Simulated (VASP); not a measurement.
# AlAs (sol) (F-43m) in VASP: a series of runs

The runs below take AlAs (sol) through single point, with PBEsol.

Everything below comes from runs of VASP 6.6.1. Logs are shortened: lines on timing, memory, paths and dates and some standing lists are left out, and cuts for length are marked.

## 1. The cell of the first run

The structure is cubic, space group F-43m (No. 216). The conventional cell has a = 5.661 Å, b = 5.661 Å, c = 5.661 Å, α = 90.00°, β = 90.00°, γ = 90.00°. Within 3.2 Å of Al (site symmetry -43m) lie 4 As at 2.45 Å. As (site symmetry -43m) has 4 Al at 2.45 Å within 3.2 Å.

## 2. Single point, PBEsol

Contents of INCAR:

```
SYSTEM = AlAs
ALGO = Normal
EDIFF = 1E-6
ENCUT = 500
GGA = PS
GGA_COMPAT = .False.
ISIF = 2
ISMEAR = 0
LASPH = .True.
LCHARG = .False.
LREAL = .False.
LWAVE = .False.
NBANDS = 11
NELM = 120
PREC = Accurate
SIGMA = 0.1
```

Contents of KPOINTS:

```
k-points
0
Gamma
  6 6 6
  0 0 0
```

Contents of POSCAR:

```
AlAs
1.0
    0.0000000000      2.8305000000      2.8305000000
    2.8305000000      0.0000000000      2.8305000000
    2.8305000000      2.8305000000      0.0000000000
Al As
1 1
Direct
    0.0000000000      0.0000000000      0.0000000000
    0.2500000000      0.2500000000      0.2500000000
```

Potentials or basis: VASP PAW PBE potentials, release 64 (Al, As).

Run with:

```bash
cat potpaw_PBE.64/Al/POTCAR potpaw_PBE.64/As/POTCAR > POTCAR
mpirun -np 1 vasp_std > vasp.out
```

OUTCAR:

```text
SYSTEM = AlAs
   EDIFF = 1E-6
   ENCUT = 500
   GGA = PS
   ISIF = 2
   ISMEAR = 0
   LASPH = .True.
   LREAL = .False.
   NELM = 120
   PREC = Accurate

 ion  position               nearest neighbor table
   1  0.000  0.000  0.000-   2 2.45   2 2.45   2 2.45   2 2.45
   2  0.250  0.250  0.250-   1 2.45   1 2.45   1 2.45   1 2.45

  LATTYP: Found a face centered cubic cell.
 ALAT       =     5.6610000000

  Lattice vectors:

 A1 = (   0.0000000000,   2.8305000000,   2.8305000000)
 A2 = (   2.8305000000,   0.0000000000,   2.8305000000)
 A3 = (   2.8305000000,   2.8305000000,   0.0000000000)

Analysis of symmetry for initial positions (statically):
=====================================================================
 Subroutine PRICEL returns:
 Original cell was already a primitive cell.

 Routine SETGRP: Setting up the symmetry group for a
 face centered cubic supercell.

 Subroutine GETGRP returns: Found 24 space group operations
 (whereof 24 operations were pure point group operations)
 out of a pool of 48 trial point group operations.

The static configuration has the point symmetry T_d .

Analysis of symmetry for dynamics (positions and initial velocities):
=====================================================================
 Subroutine PRICEL returns:
 Original cell was already a primitive cell.

 Routine SETGRP: Setting up the symmetry group for a
 face centered cubic supercell.

 Subroutine GETGRP returns: Found 24 space group operations
 (whereof 24 operations were pure point group operations)
 out of a pool of 48 trial point group operations.

The dynamic configuration has the point symmetry T_d .

 Subroutine INISYM returns: Found 24 space group operations
 (whereof 24 operations are pure point group operations),
 and found     1 'primitive' translations

----------------------------------------------------------------------------------------

                                     Primitive cell

  volume of cell :      45.3544

  direct lattice vectors                    reciprocal lattice vectors
     0.000000000  2.830500000  2.830500000    -0.176647235  0.176647235  0.176647235
     2.830500000  0.000000000  2.830500000     0.176647235 -0.176647235  0.176647235
     2.830500000  2.830500000  0.000000000     0.176647235  0.176647235 -0.176647235

  length of vectors
     4.002931488  4.002931488  4.002931488     0.305961987  0.305961987  0.305961987

  position of ions in fractional coordinates (direct lattice)
     0.000000000  0.000000000  0.000000000
     0.250000000  0.250000000  0.250000000

  ion indices of the primitive-cell ions
   primitive index   ion index
                 1           1
                 2           2

----------------------------------------------------------------------------------------

 KPOINTS: k-points

Automatic generation of k-mesh.
 Grid dimensions read from file:
 generate k-points for:    6    6    6

 Generating k-lattice:

  Cartesian coordinates                     Fractional coordinates (reciprocal lattice)
    -0.029441206  0.029441206  0.029441206     0.166666667  0.000000000  0.000000000
     0.029441206 -0.029441206  0.029441206     0.000000000  0.166666667  0.000000000
     0.029441206  0.029441206 -0.029441206     0.000000000  0.000000000  0.166666667

  Length of vectors
     0.050993664  0.050993664  0.050993664

  Shift w.r.t. Gamma in fractional coordinates (k-lattice)
     0.000000000  0.000000000  0.000000000

 Subroutine IBZKPT returns following result:
 ===========================================

 Found     16 irreducible k-points:

 Following reciprocal coordinates:
            Coordinates               Weight
  0.000000  0.000000  0.000000      1.000000
  0.166667  0.000000  0.000000      8.000000
  0.333333  0.000000  0.000000      8.000000
  0.500000  0.000000  0.000000      4.000000
  0.166667  0.166667  0.000000      6.000000
  0.333333  0.166667  0.000000     24.000000
[... 8 lines left out ...]
 -0.333333  0.333333  0.166667     24.000000
 -0.333333  0.500000  0.166667     12.000000
   k-points           NKPTS =     16   k-points in BZ     NKDIM =     16   number of bands    NBANDS=     11
   number of dos      NEDOS =    301   number of ions     NIONS =      2
   total plane-waves  NPLWV =  27000
   dimension x,y,z NGX =    30 NGY =   30 NGZ =   30
   dimension x,y,z NGXF=    60 NGYF=   60 NGZF=   60
   ions per type =               1   1
   NGX,Y,Z   is equivalent  to a cutoff of  12.46, 12.46, 12.46 a.u.
   NGXF,Y,Z  is equivalent  to a cutoff of  24.92, 24.92, 24.92 a.u.
 SYSTEM =  AlAs
   PREC   = accura    normal or accurate (medium, high low for compatibility)
   ISTART =      0    job   : 0-new  1-cont  2-samecut
   ICHARG =      2    charge: 1-file 2-atom 10-const
   ISPIN  =      1    spin polarized calculation?
   LNONCOLLINEAR =      F non collinear calculations
   LSORBIT =      F    spin-orbit coupling
   LASPH  =      T    aspherical Exc in radial PAW
   ENCUT  =  500.0 eV  36.75 Ry    6.06 a.u.   7.30  7.30  7.30*2*pi/ulx,y,z
   NELM   =    120;   NELMIN=  2; NELMDL= -5     # of ELM steps
   EDIFF  = 0.1E-05   stopping-criterion for ELM
   LREAL  =      F    real-space projection
   EDIFFG = 0.1E-04   stopping-criterion for IOM
   NSW    =      0    number of steps for IOM
   IBRION =     -1    ionic relax: 0-MD 1-quasi-New 2-CG
   NFREE  =      0    steps in history (QN), initial steepest desc. (CG)
   ISIF   =      2    stress and relaxation
   ISYM   =      2    0-nonsym 1-usesym 2-fastsym
   POTIM  = 0.5000    time-step for ionic-motion
   TEBEG  =    0.0;   TEEND  =   0.0 temperature during run
   PSTRESS=    0.0 pullay stress
   NELECT =       8.0000    total number of electrons
   NUPDOWN=      -1.0000    fix difference up-down
   EMIN   =  10.00;   EMAX   =-10.00  energy-range for DOS
   EFERMI =   0.00;   METHOD = LEGACY
   ISMEAR =     0;   SIGMA  =   0.10  broadening in eV -4-tet -1-fermi 0-gaus
   EFERMI_NEDOS =   21; number of points for ismear=-14 and -15
   IALGO  =     38    algorithm
   IMIX   =      4    mixing-type and parameters
     AMIX     =   0.40;   BMIX     =  1.00
     AMIX_MAG =   1.60;   BMIX_MAG =  1.00
  volume/ion in A,a.u.               =      22.68       153.03
  Fermi-wavevector in a.u.,A,eV,Ry     =   0.918118  1.734991 11.468895  0.842940
  Thomas-Fermi vector in A             =   2.043163
   LORBIT       =      0    0 simple, 1 ext, 2 COOP (PROOUT), +10 PAW based schemes
   GGA     = PS    functional components
   LHFCALC =     F    Hartree Fock is set to
   AEXX    =    0.0000 exact exchange contribution
   IVDW    =     0    specifies the selected vdW correction
   LEPSILON=     F    determine dielectric tensor
   LRPA    =     F    only Hartree local field effects (RPA)
 non-spin polarized calculation
 Gauss-broadening in eV      SIGMA  =   0.10
  energy-cutoff  :      500.00
  volume of cell :       45.35
 maximum number of plane-waves:      1167
 NGX is ok and might be reduce to    30
   NGX = 15   NGY = 15   NGZ = 15

 number of electron       8.0000000 magnetization

 Free energy of the ion-electron system (eV)
  ---------------------------------------------------
  ext. energy  EPLUGINS =         0.00000000
  ---------------------------------------------------
  free energy    TOTEN  =       -10.05238117 eV

  energy without entropy =      -10.05238117  energy(sigma->0) =      -10.05238117

 E-fermi :   4.2922     XC(G=0):  -9.1930

 val. band max:        3.8068263362   @ k =   0.0000   0.0000   0.0000
 cond. band min:       5.1216208231   @ k =   0.5000   0.5000   0.0000
 fundamental gap:      1.3147944869
 Fermi energy:         4.2922105641

 k-point     1 :       0.0000    0.0000    0.0000
  band No.  band energies     occupation
      1      -8.0799      2.00000
      2       3.8068      2.00000
      3       3.8068      2.00000
      4       3.8068      2.00000
      5       5.7843      0.00000
      6       8.0654      0.00000
      7       8.0654      0.00000
      8       8.0654      0.00000
      9      12.5136      0.00000
     10      12.7933      0.00000
     11      12.7933      0.00000

 k-point     2 :       0.1667    0.0000    0.0000
  band No.  band energies     occupation
      1      -7.8106      2.00000
      2       1.6894      2.00000
      3       3.5427      2.00000
      4       3.5427      2.00000
      5       6.5728      0.00000
      6       8.5015      0.00000
      7       8.5015      0.00000
      8       8.9456      0.00000
      9      11.9806      0.00000
     10      11.9806      0.00000
     11      13.3858      0.00000

 k-point     3 :       0.3333    0.0000    0.0000
  band No.  band energies     occupation
      1      -7.1281      2.00000
      2      -0.7147      2.00000
      3       3.1418      2.00000
      4       3.1418      2.00000
      5       6.1124      0.00000
      6       8.6236      0.00000
      7       8.6236      0.00000
      8      11.1880      0.00000
      9      12.7971      0.00000
     10      12.7971      0.00000
     11      13.0299      0.00000

 k-point     4 :       0.5000    0.0000    0.0000
  band No.  band energies     occupation
      1      -6.6515      2.00000
      2      -1.7987      2.00000
      3       2.9804      2.00000
      4       2.9804      2.00000
      5       5.8845      0.00000
      6       8.4339      0.00000
      7       8.4339      0.00000
      8      11.3807      0.00000
      9      14.8672      0.00000
     10      15.3069      0.00000
     11      15.3069      0.00000
[... 127 lines left out ...]
 k-point    14 :       0.5000    0.3333    0.1667
  band No.  band energies     occupation
      1      -6.5998      2.00000
      2      -0.8481      2.00000
      3       1.0557      2.00000
      4       2.1423      2.00000
      5       7.3919      0.00000
      6       8.3052      0.00000
      7       8.8878      0.00000
      8      11.6866      0.00000
      9      13.0136      0.00000
     10      14.4426      0.00000
     11      16.7240      0.00000

 k-point    15 :      -0.3333    0.3333    0.1667
  band No.  band energies     occupation
      1      -6.2368      2.00000
      2      -1.3312      2.00000
      3       0.5973      2.00000
      4       1.7566      2.00000
      5       7.6592      0.00000
      6       8.3260      0.00000
      7      10.4681      0.00000
      8      11.1431      0.00000
      9      12.1098      0.00000
     10      15.2178      0.00000
     11      16.5543      0.00000

 k-point    16 :      -0.3333    0.5000    0.1667
  band No.  band energies     occupation
      1      -6.0756      2.00000
      2      -1.3950      2.00000
      3       0.8371      2.00000
      4       1.0836      2.00000
      5       6.8803      0.00000
      6       7.8611      0.00000
      7      10.8656      0.00000
      8      11.5812      0.00000
      9      14.3326      0.00000
     10      16.0948      0.00000
     11      16.3004      0.00000

------------------------ aborting loop because EDIFF is reached ----------------------------------------

  FORCE on cell =-STRESS in cart. coord.  units (eV):
  Direction    XX          YY          ZZ          XY          YZ          ZX
  --------------------------------------------------------------------------------------
  -------------------------------------------------------------------------------------
  Total        0.2346817      0.2346817      0.2346817      0.0000000      0.0000000     -0.0000000
  in kB        8.2903025      8.2903025      8.2903025      0.0000000      0.0000000     -0.0000000
  external PRESSURE =       8.2903025 kB  Pullay stress =       0.0000000 kB

 VOLUME and BASIS-vectors are now :
 -----------------------------------------------------------------------------
  energy-cutoff  :      500.00
  volume of cell :       45.35
      direct lattice vectors                 reciprocal lattice vectors
     0.000000000  2.830500000  2.830500000    -0.176647235  0.176647235  0.176647235
     2.830500000  0.000000000  2.830500000     0.176647235 -0.176647235  0.176647235
     2.830500000  2.830500000  0.000000000     0.176647235  0.176647235 -0.176647235

 POSITION                                       TOTAL-FORCE (eV/Angst)
 -----------------------------------------------------------------------------------
      0.00000      0.00000      0.00000         0.000000      0.000000      0.000000
      1.41525      1.41525      1.41525        -0.000000     -0.000000     -0.000000
 -----------------------------------------------------------------------------------
    total drift:                                0.000000      0.000000      0.000000

  FREE ENERGIE OF THE ION-ELECTRON SYSTEM (eV)
  ---------------------------------------------------
  free  energy   TOTEN  =       -10.0523811748 eV

  energy  without entropy=      -10.0523811748  energy(sigma->0) =      -10.05238117
```

Run time: 7.6 s. Hardware: 1 thread of AMD EPYC 7R13 (Zen 3), shared host; peak memory 0.13 GiB.

What came out:

* Free energy: -10.0524 eV
* Pressure: 0.8 GPa
* Band gap on the k mesh: 1.31 eV, indirect (least direct gap 1.98 eV)

Caveat: the PAW data sets were made with another functional, which shifts forces and pressure a little. A k mesh can miss the band edges.

## 3. Single point, PBEsol

This run uses another cell than the first one, of 22.84 Å³/atom, 1.007 times its volume.

Contents of INCAR:

```
SYSTEM = AlAs
PREC = Accurate
ENCUT = 500
EDIFF = 1E-6
ISMEAR = 0
SIGMA = 0.02
LREAL = .False.
LASPH = .True.
NELM = 120
ALGO = Normal
ISIF = 2
LWAVE = .False.
LCHARG = .True.
GGA = PS
LELF = .True.
LVHAR = .True.
NBANDS = 11
GGA_COMPAT = .False.
```

Contents of KPOINTS:

```
regular mesh
0
Gamma
  8 8 8
  0 0 0
```

Contents of POSCAR:

```
AlAs
1.0
    0.0000000000      2.8372989781      2.8372989781
    2.8372989781      0.0000000000      2.8372989781
    2.8372989781      2.8372989781      0.0000000000
Al As
1 1
Direct
    0.0000000000      0.0000000000      0.0000000000
    0.2500000000      0.2500000000      0.2500000000
```

Potentials or basis: VASP PAW PBE potentials, release 64 (Al, As).

Run with:

```bash
cat potpaw_PBE.64/Al/POTCAR potpaw_PBE.64/As/POTCAR > POTCAR
mpirun -np 1 vasp_std > vasp.out
```

It took 12 s on 1 thread of AMD EPYC 7R13 (Zen 3), shared host; peak memory 0.14 GiB.

It converged, with:

```
Free energy            : -10.0647 eV
Pressure               : 0.3 GPa
Band gap on the k mesh : 1.33 eV, indirect (least direct gap 1.92 eV)
```

Levels at points of the mesh, in eV from the valence-band top:
| k point | band 2 | band 3 | band 4 | band 5 | band 6 | band 7 |
| --- | --- | --- | --- | --- | --- | --- |
| (0.00, 0.00, 0.00) | 0.00 | 0.00 | 0.00 | 1.92 | 4.25 | 4.25 |
| (0.50, 0.00, 0.00) | -5.57 | -0.82 | -0.82 | 2.05 | 4.63 | 4.63 |
| (0.50, 0.50, 0.00) | -5.42 | -2.17 | -2.17 | 1.33 | 2.22 | 10.23 |

Caveat: the PAW data sets were made with another functional, which shifts forces and pressure a little.

## 4. Single point, PBEsol

This run uses another cell than the first one, of 22.84 Å³/atom, 1.007 times its volume.

Contents of INCAR:

```
ALGO = Normal
EDIFF = 1E-6
ENCUT = 500
GGA = PS
GGA_COMPAT = F
ISIF = 2
ISMEAR = 0
LASPH = T
LCHARG = F
LREAL = F
LWAVE = F
NBANDS = 11
NELM = 120
PREC = Accurate
SIGMA = 0.02
```

Contents of KPOINTS:

```
k-points
0
Gamma
  8 8 8
```

POSCAR is that of step 3.

Run with:

```bash
cat potpaw_PBE.64/Al/POTCAR potpaw_PBE.64/As/POTCAR > POTCAR
mpirun -np 1 vasp_std > vasp.out
```

Run time: 11 s. Hardware: 1 thread of AMD EPYC 7R13 (Zen 3), shared host; peak memory 0.14 GiB.

It converged, with:

| Property | Result |
| --- | --- |
| Free energy | -10.0647 eV |
| Pressure | 0.3 GPa |
| Band gap on the k mesh | 1.33 eV, indirect (least direct gap 1.92 eV) |

Levels at points of the mesh, in eV from the valence-band top:
| k point | band 1 | band 2 | band 3 | band 4 | band 5 | band 6 | band 7 | band 8 | band 9 |
| --- | --- | --- | --- | --- | --- | --- | --- | --- | --- |
| (0.00, 0.00, 0.00) | -11.85 | 0.00 | 0.00 | 0.00 | 1.92 | 4.25 | 4.25 | 4.25 | 8.67 |
| (0.50, 0.00, 0.00) | -10.44 | -5.57 | -0.82 | -0.82 | 2.05 | 4.63 | 4.63 | 7.56 | 11.00 |
| (0.50, 0.50, 0.00) | -9.89 | -5.42 | -2.17 | -2.17 | 1.33 | 2.22 | 10.23 | 10.23 | 11.59 |

Caveat: the PAW data sets were made with another functional, which shifts forces and pressure a little. A k mesh can miss the band edges.
